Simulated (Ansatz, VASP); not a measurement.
## SrO in VASP and in Ansatz

```
Sr O
1.0
     0.00000    2.56630    2.56630
     2.56630    0.00000    2.56630
     2.56630    2.56630    0.00000
Sr O
1 1
Direct
  0.50000 0.50000 0.50000
  0.00000 0.00000 0.00000
```

Alike in both runs: task single point; functional r2SCAN; k mesh 6 × 6 × 6; occupations gaussian, width 0.1 eV; no spin polarisation.

|  | VASP | Ansatz |
| --- | --- | --- |
| version | VASP 6.6.1 | Ansatz 0.2.0 |
| potentials or method | VASP PAW PBE potentials, release 64 (Sr_sv, O), cutoff 520 eV | scalar-relativistic, plane waves, PAW |
| valence electrons in the cell | 16 | 16 |

Ansatz gave:

| Item | Value |
| --- | --- |
| gap on the k mesh at the Fermi level (eV) | 3.79 |
| least direct gap on the mesh (eV) | 3.86 |
| pressure (GPa) | 1.5 |

Q: Which values does VASP return?

A: gap on the k mesh at the Fermi level (eV): 3.74; least direct gap on the mesh (eV): 3.82; pressure (GPa): 2.1.

VASP's potentials were made for PBE, not for r2SCAN. With one functional, cell and mesh, what is left measures potentials, basis and numerics.
